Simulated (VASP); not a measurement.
# Co (P6_3/mmc) in VASP: density of states with LDA

Aim: the density of states of Co with LDA.

All numbers are computed with VASP 6.6.1; they aren't measurements. Logs are shortened: lines on timing, memory, paths and dates and some standing lists are left out, and cuts for length are marked.

## Step 1: The cell of the first run

It takes space group P6_3/mmc (No. 194, hexagonal). Conventional cell: a = 2.428 Å, b = 2.428 Å, c = 3.919 Å, α = 90.00°, β = 90.00°, γ = 120.00°. Co (site symmetry -6m2) has 12 Co at 2.41 to 2.43 Å within 3.2 Å.

## Step 2: Density of states, LDA, collinear spin, ferromagnetic start

The input, POSCAR:

```
Co
1.0
    2.4281534881      0.0000000000      0.0000000000
   -1.2140767440      2.1028426050      0.0000000000
    0.0000000000      0.0000000000      3.9188595371
Co
2
Direct
    0.3333333333      0.6666666667      0.2500000000
    0.6666666667      0.3333333333      0.7500000000
```

The input, INCAR.step1:

```
PREC = Accurate ; ENCUT = 520
EDIFF = 1E-6 ; ISMEAR = -1
SIGMA = 0.08 ; LREAL = F
LASPH = T ; NELM = 150
ALGO = Normal ; ISIF = 2
LWAVE = F ; LCHARG = T
ISPIN = 2 ; MAGMOM = 1.7 1.7
LMAXMIX = 4 ; GGA = CA
NBANDS = 20
```

The input, KPOINTS.step1:

```
Automatic mesh
0
Gamma
  19 19 11
```

The input, INCAR.step2:

```
PREC = Accurate ; ENCUT = 520
EDIFF = 1E-6 ; ISMEAR = -5
SIGMA = 0.08 ; LREAL = F
LASPH = T ; NELM = 150
ALGO = Normal ; ISIF = 2
LWAVE = F ; LCHARG = F
ISPIN = 2 ; MAGMOM = 1.7 1.7
LORBIT = 11 ; LMAXMIX = 4
GGA = CA ; NBANDS = 20
NEDOS = 1001 ; ICHARG = 11
```

The input, KPOINTS.step2:

```
Automatic mesh
0
Gamma
  29 29 17
```

Potentials or basis: VASP PAW LDA potentials, release 64 (Co).

Run with:

```console
$ cat potpaw_LDA.64/Co/POTCAR > POTCAR
$ cp INCAR.step1 INCAR
$ cp KPOINTS.step1 KPOINTS
$ mpirun -np 1 vasp_std > vasp.out
$ cp INCAR.step2 INCAR
$ cp KPOINTS.step2 KPOINTS
$ mpirun -np 1 vasp_std > vasp.out
```

OUTCAR:

```text
PREC = Accurate
   ENCUT = 520
   EDIFF = 1E-6
   ISMEAR = -5
   LREAL = F
   LASPH = T
   NELM = 150
   ISIF = 2
   ISPIN = 2
   LORBIT = 11
   GGA = CA
   ICHARG = 11

 ion  position               nearest neighbor table
   1  0.333  0.667  0.250-   2 2.41   2 2.41   2 2.41   2 2.41   2 2.41   2 2.41
   2  0.667  0.333  0.750-   1 2.41   1 2.41   1 2.41   1 2.41   1 2.41   1 2.41

  LATTYP: Found a hexagonal cell.
 ALAT       =     2.4281534881
 C/A-ratio  =     1.6139257902

  Lattice vectors:

 A1 = (   2.4281534881,   0.0000000000,   0.0000000000)
 A2 = (  -1.2140767440,   2.1028426050,   0.0000000000)
 A3 = (   0.0000000000,   0.0000000000,   3.9188595371)

Analysis of symmetry for initial positions (statically):
=====================================================================
 Subroutine PRICEL returns:
 Original cell was already a primitive cell.

 Routine SETGRP: Setting up the symmetry group for a
 hexagonal supercell.

 Subroutine GETGRP returns: Found 24 space group operations
 (whereof 12 operations were pure point group operations)
 out of a pool of 24 trial point group operations.

The static configuration has the point symmetry D_3d.
 The point group associated with its full space group is D_6h.

Analysis of symmetry for dynamics (positions and initial velocities):
=====================================================================
 Subroutine PRICEL returns:
 Original cell was already a primitive cell.

 Routine SETGRP: Setting up the symmetry group for a
 hexagonal supercell.

 Subroutine GETGRP returns: Found 24 space group operations
 (whereof 12 operations were pure point group operations)
 out of a pool of 24 trial point group operations.

The dynamic configuration has the point symmetry D_3d.
 The point group associated with its full space group is D_6h.

Analysis of structural, dynamic, and magnetic symmetry:
=====================================================================
 Subroutine PRICEL returns:
 Original cell was already a primitive cell.

 Routine SETGRP: Setting up the symmetry group for a
 hexagonal supercell.

 Subroutine GETGRP returns: Found 24 space group operations
 (whereof 12 operations were pure point group operations)
 out of a pool of 24 trial point group operations.

The overall configuration has the point symmetry D_3d.
 The point group associated with its full space group is D_6h.

 Subroutine INISYM returns: Found 24 space group operations
 (whereof 12 operations are pure point group operations),
 and found     1 'primitive' translations

----------------------------------------------------------------------------------------

                                     Primitive cell

  volume of cell :      20.0098

  direct lattice vectors                    reciprocal lattice vectors
     2.428153488  0.000000000  0.000000000     0.411835580  0.237773383  0.000000000
    -1.214076744  2.102842605  0.000000000     0.000000000  0.475546766  0.000000000
     0.000000000  0.000000000  3.918859537     0.000000000  0.000000000  0.255176280

  length of vectors
     2.428153488  2.428153488  3.918859537     0.475546766  0.475546766  0.255176280

  position of ions in fractional coordinates (direct lattice)
     0.333333333  0.666666667  0.250000000
     0.666666667  0.333333333  0.750000000

  ion indices of the primitive-cell ions
   primitive index   ion index
                 1           1
                 2           2

----------------------------------------------------------------------------------------

 KPOINTS: Automatic mesh

Automatic generation of k-mesh.
 Grid dimensions read from file:
 generate k-points for:   29   29   17

 Generating k-lattice:

  Cartesian coordinates                     Fractional coordinates (reciprocal lattice)
     0.014201227  0.008199082  0.000000000     0.034482759  0.000000000  0.000000000
     0.000000000  0.016398164  0.000000000     0.000000000  0.034482759  0.000000000
     0.000000000  0.000000000  0.015010369     0.000000000  0.000000000  0.058823529

  Length of vectors
     0.016398164  0.016398164  0.015010369

  Shift w.r.t. Gamma in fractional coordinates (k-lattice)
     0.000000000  0.000000000  0.000000000

 TETIRR: Found  14123 inequivalent tetrahedra from    85782

 Subroutine IBZKPT returns following result:
 ===========================================

 Found    765 irreducible k-points:

 Following reciprocal coordinates:
            Coordinates               Weight
  0.000000  0.000000  0.000000      1.000000
  0.034483  0.000000  0.000000      6.000000
  0.068966  0.000000  0.000000      6.000000
  0.103448  0.000000  0.000000      6.000000
  0.137931  0.000000  0.000000      6.000000
  0.172414  0.000000  0.000000      6.000000
[... 16 lines left out ...]
  0.275862  0.034483  0.000000     12.000000
  0.310345  0.034483  0.000000     12.000000
 [... further k-points ...]
   k-points           NKPTS =    765   k-points in BZ     NKDIM =    765   number of bands    NBANDS=     20
   number of dos      NEDOS =   1001   number of ions     NIONS =      2
   total plane-waves  NPLWV =   9720
   dimension x,y,z NGX =    18 NGY =   18 NGZ =   30
   dimension x,y,z NGXF=    36 NGYF=   36 NGZF=   60
   ions per type =               2
   NGX,Y,Z   is equivalent  to a cutoff of  12.32, 12.32, 12.73 a.u.
   NGXF,Y,Z  is equivalent  to a cutoff of  24.65, 24.65, 25.45 a.u.
 SYSTEM =  unknown system
   PREC   = accura    normal or accurate (medium, high low for compatibility)
   ISTART =      0    job   : 0-new  1-cont  2-samecut
   ICHARG =     11    charge: 1-file 2-atom 10-const
   ISPIN  =      2    spin polarized calculation?
   LNONCOLLINEAR =      F non collinear calculations
   LSORBIT =      F    spin-orbit coupling
   LASPH  =      T    aspherical Exc in radial PAW
   ENCUT  =  520.0 eV  38.22 Ry    6.18 a.u.   4.51  4.51  7.29*2*pi/ulx,y,z
   NELM   =    150;   NELMIN=  2; NELMDL=  0     # of ELM steps
   EDIFF  = 0.1E-05   stopping-criterion for ELM
   LREAL  =      F    real-space projection
   EDIFFG = 0.1E-04   stopping-criterion for IOM
   NSW    =      0    number of steps for IOM
   IBRION =     -1    ionic relax: 0-MD 1-quasi-New 2-CG
   NFREE  =      0    steps in history (QN), initial steepest desc. (CG)
   ISIF   =      2    stress and relaxation
   ISYM   =      2    0-nonsym 1-usesym 2-fastsym
   POTIM  = 0.5000    time-step for ionic-motion
   TEBEG  =    0.0;   TEEND  =   0.0 temperature during run
   PSTRESS=    0.0 pullay stress
   NELECT =      18.0000    total number of electrons
   NUPDOWN=      -1.0000    fix difference up-down
   EMIN   =  10.00;   EMAX   =-10.00  energy-range for DOS
   EFERMI =   0.00;   METHOD = LEGACY
   ISMEAR =    -5;   SIGMA  =   0.08  broadening in eV -4-tet -1-fermi 0-gaus
   EFERMI_NEDOS =   21; number of points for ismear=-14 and -15
   IALGO  =     38    algorithm
   IMIX   =      4    mixing-type and parameters
     AMIX     =   0.40;   BMIX     =  1.00
     AMIX_MAG =   1.60;   BMIX_MAG =  1.00
  volume/ion in A,a.u.               =      10.00        67.52
  Fermi-wavevector in a.u.,A,eV,Ry     =   1.580343  2.986416 33.980350  2.497485
  Thomas-Fermi vector in A             =   2.680585
   LORBIT       =     11    0 simple, 1 ext, 2 COOP (PROOUT), +10 PAW based schemes
   GGA     = CA    functional components
   LHFCALC =     F    Hartree Fock is set to
   AEXX    =    0.0000 exact exchange contribution
   IVDW    =     0    specifies the selected vdW correction
   LEPSILON=     F    determine dielectric tensor
   LRPA    =     F    only Hartree local field effects (RPA)
 spin polarized calculation
 Fermi weights with tetrahedron method with Bloechl corrections
  energy-cutoff  :      520.00
  volume of cell :       20.01
 maximum number of plane-waves:       557
 NGX is ok and might be reduce to    18

 number of electron      17.9999992 magnetization       2.9219100

 Free energy of the ion-electron system (eV)
  ---------------------------------------------------
  ext. energy  EPLUGINS =         0.00000000
  ---------------------------------------------------
  free energy    TOTEN  =       -16.25103173 eV

  energy without entropy =      -16.25103173  energy(sigma->0) =      -16.25103173

 E-fermi :  11.0775     XC(G=0): -14.2204

 val. band max:       11.1079947989   @ k =   0.4138   0.0690   0.2941
 cond. band min:      10.9740234562   @ k =   0.4138  -0.0000   0.3529
 fundamental gap:     -0.1339713428
 Fermi energy:        11.0774836417

 spin component 1

 k-point     1 :       0.0000    0.0000    0.0000
  band No.  band energies     occupation
      1       1.7290      1.00000
      2       5.6677      1.00000
      3       8.5467      1.00000
      4       8.5647      1.00000
      5       8.5647      1.00000
      6       8.9318      1.00000
[... 12 lines left out ...]
     19      38.3901      0.00000
     20      38.3901      0.00000
[... 507 lines left out ...]
 k-point    24 :       0.3103    0.0345    0.0000
  band No.  band energies     occupation
      1       5.0096      1.00000
      2       6.4894      1.00000
      3       6.9167      1.00000
      4       7.8357      1.00000
      5       8.5671      1.00000
      6       8.6919      1.00000
[... 12 lines left out ...]
     19      35.7157      0.00000
     20      38.7257      0.00000

 [... further k-points ...]

 spin component 2

 k-point     1 :       0.0000    0.0000    0.0000
  band No.  band energies     occupation
      1       1.9113      1.00000
      2       6.5158      1.00000
      3       9.8946      1.00000
      4       9.9036      1.00000
      5       9.9036      1.00000
      6      10.3150      1.00000
[... 12 lines left out ...]
     19      38.8120      0.00000
     20      38.8120      0.00000
[... 507 lines left out ...]
 k-point    24 :       0.3103    0.0345    0.0000
  band No.  band energies     occupation
      1       5.3387      1.00000
      2       7.5503      1.00000
      3       7.9215      1.00000
      4       8.8375      1.00000
      5       9.9112      1.00000
      6       9.9637      1.00000
[... 12 lines left out ...]
     19      36.1966      0.00000
     20      39.1223      0.00000

 [... further k-points ...]
[... 5 lines left out ...]
  --------------------------------------------------------------------------------------
  -------------------------------------------------------------------------------------
  Total        0.0546600      0.0546600     -0.0321220      0.0000000      0.0000000      0.0000000
  in kB        4.3766041      4.3766041     -2.5719938      0.0000000      0.0000000      0.0000000
  external PRESSURE =       2.0604048 kB  Pullay stress =       0.0000000 kB

 VOLUME and BASIS-vectors are now :
 -----------------------------------------------------------------------------
  energy-cutoff  :      520.00
  volume of cell :       20.01
      direct lattice vectors                 reciprocal lattice vectors
     2.428153488  0.000000000  0.000000000     0.411835580  0.237773383  0.000000000
    -1.214076744  2.102842605  0.000000000     0.000000000  0.475546766  0.000000000
     0.000000000  0.000000000  3.918859537     0.000000000  0.000000000  0.255176280

 POSITION                                       TOTAL-FORCE (eV/Angst)
 -----------------------------------------------------------------------------------
     -0.00000      1.40190      0.97971        -0.000000      0.000000      0.000000
      1.21408      0.70095      2.93914         0.000000     -0.000000      0.000000
 -----------------------------------------------------------------------------------
    total drift:                               -0.000000      0.000000     -0.000000

  FREE ENERGIE OF THE ION-ELECTRON SYSTEM (eV)
  ---------------------------------------------------
  free  energy   TOTEN  =       -16.2510317281 eV

  energy  without entropy=      -16.2510317281  energy(sigma->0) =      -16.25103173

 total charge

# of ion       s       p       d       tot
------------------------------------------
    1        0.523   0.589   7.340   8.452
    2        0.523   0.589   7.340   8.452
--------------------------------------------------
tot          1.046   1.178  14.680  16.903

 magnetization (x)

# of ion       s       p       d       tot
------------------------------------------
    1       -0.013  -0.039   1.527   1.475
    2       -0.013  -0.039   1.527   1.475
--------------------------------------------------
tot         -0.027  -0.078   3.055   2.950
```

Run time: 4.7 min. Hardware: 1 thread of Intel Xeon Platinum 8488C (Sapphire Rapids), shared host; peak memory 0.57 GiB.

Results:

```
Net moment                                            : 2.92 μB per cell
Site moments                                          : Co +1.48 μB
Valence electrons inside the program's atomic spheres : Co 8.45
```

Levels at points of the mesh, in eV from the Fermi level:
Spin up:
| k point | band 7 | band 8 | band 9 | band 10 | band 11 | band 12 | band 13 | band 14 |
| --- | --- | --- | --- | --- | --- | --- | --- | --- |
| (0.00, 0.00, 0.00) | -2.15 | -1.75 | -1.75 | -0.47 | -0.47 | -0.05 | 7.27 | 22.67 |
Spin down:
```
           k point  band 5  band 6  band 7  band 8  band 9  band 10
(0.00, 0.00, 0.00)   -1.17   -0.76   -0.76   -0.31   -0.31     0.12
```

Caveat: tetrahedron occupations give inexact forces and stress in metals.
